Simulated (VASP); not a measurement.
Input of a VASP 6.6.1 run:

Contents of INCAR:

```
ALGO = Normal
EDIFF = 1E-7
ENCUT = 520
ISIF = 2
ISMEAR = 0
LASPH = T
LCHARG = F
LREAL = F
LWAVE = F
NBANDS = 20
NELM = 100
PREC = Accurate
SIGMA = 0.15
```

KPOINTS

```
k-points
0
Gamma
  18 18 10
```

Contents of POSCAR:

```
Ta2N
1.0
    3.0889394892      0.0000000000      0.0000000000
   -1.5444697446      2.6751000684      0.0000000000
    0.0000000000      0.0000000000      4.5781172170
Ta N
2 1
Direct
    0.6666666667      0.3333333333      0.7466885012
    0.3333333333      0.6666666667      0.2533114988
    0.0000000000      0.0000000000      0.0000000000
```

Potentials or basis: VASP PAW LDA potentials, release 64 (Ta_pv, N).

Launch:

```sh
$ cat potpaw_LDA.64/Ta_pv/POTCAR potpaw_LDA.64/N/POTCAR > POTCAR
$ mpirun -np 1 vasp_std > vasp.out
```

**Question.** What does it give for the largest force?

**Answer.** 0.163 eV/Å.

**Question.** What does it give for the pressure?

**Answer.** 11.2 GPa.

**Question.** Predict the band gap on the k mesh.

**Answer.** Zero (an odd number of electrons rules out a gap without spin polarisation).

Stress tensor (GPa, compression positive):
```
 6.54  0.00  0.00
 0.00  6.54  0.00
 0.00  0.00 20.59
```

Caveat: the cell stands under pressure; spin-orbit coupling is left out, which moves the levels of the heavy elements.
